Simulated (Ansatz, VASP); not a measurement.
## One calculation of Y, two programs

```
Y
1.0
     3.81413    0.00000    0.00000
    -1.90706    3.30313    0.00000
     0.00000    0.00000   12.27859
Y
4
Cartesian
  0.0000 0.0000 0.0000
  0.0000 2.2021 3.0696
  0.0000 0.0000 6.1393
  1.9071 1.1010 9.2089
```

Change from the starting cell: equal strain along all axes, cell held, atoms relaxed: +6.0 %.

Alike in both runs: task single point; functional PBE; k mesh 18 × 18 × 6; occupations gaussian, width 0.1 eV; no spin polarisation.

|  | VASP | Ansatz |
| --- | --- | --- |
| version | VASP 6.6.1 | Ansatz 0.2.0 |
| potentials or method | VASP PAW PBE potentials, release 64 (Y_sv), cutoff 520 eV | scalar-relativistic, plane waves, PAW |
| valence electrons in the cell | 44 | 44 |

|  | VASP | Ansatz | Ansatz less VASP |
| --- | --- | --- | --- |
| gap on the k mesh at the Fermi level (eV) | none | none | - |
| pressure (GPa) | -5.2 | -5.2 | +0.06 |
| traceless stress, the component that is largest in VASP (GPa) | -0.17 | -0.17 | -0.001 |

A gap of «none» marks a metal or a gap that the smearing closes.
